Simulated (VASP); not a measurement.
# Li2Se: dielectric tensor with PBE

Li2Se:

```
Li Se
1.0
     0.00000    3.00250    3.00250
     3.00250    0.00000    3.00250
     3.00250    3.00250    0.00000
Li Se
2 1
Direct
  0.25000 0.25000 0.25000
  0.75000 0.75000 0.75000
  0.00000 0.00000 0.00000
```

```
Program                : VASP 6.6.1
Task                   : dielectric tensor
Functional             : PBE
Potentials or basis    : VASP PAW PBE potentials, release 64 (Li_sv, Se)
Cutoff                 : 650 eV
k mesh                 : 5 × 5 × 5
Occupations            : gaussian, width 0.01 eV
Spin                   : no spin polarisation
Dipole correction      : no
Further INCAR settings : ALGO = Normal; EDIFF = 1e-08
```

```yaml
Band_gap_on_the_k_mesh: 3.23 eV, indirect (least direct gap 3.39 eV)
Electronic_dielectric_tensor_diagonal: 4.46
Born_charges_mean_of_the_diagonal: Li +0.98; Se -1.95 e
```

Levels at points of the mesh, in eV from the valence-band top:
```
           k point  band 3  band 4  band 5  band 6  band 7  band 8  band 9  band 10
(0.00, 0.00, 0.00)  -11.39    0.00    0.00    0.00    3.39    5.62    5.62     5.62
```

Electronic dielectric tensor:
```
4.46 0.00 0.00
0.00 4.46 0.00
0.00 0.00 4.46
```

Born effective charge tensors (e):
atom 1, Li
```
0.98 0.00 0.00
0.00 0.98 0.00
0.00 0.00 0.98
```
atom 2, Li
```
0.98 0.00 0.00
0.00 0.98 0.00
0.00 0.00 0.98
```
atom 3, Se
```
-1.95  0.00  0.00
 0.00 -1.95  0.00
 0.00  0.00 -1.95
```

It took 3.1 min on 1 thread of Intel(R) Xeon(R) Platinum 8488C (Sapphire Rapids) (shared host), peak memory 0.23 GiB.

A k mesh can miss the band edges. PBE gaps usually lie below the measured ones, often by a third to a half.
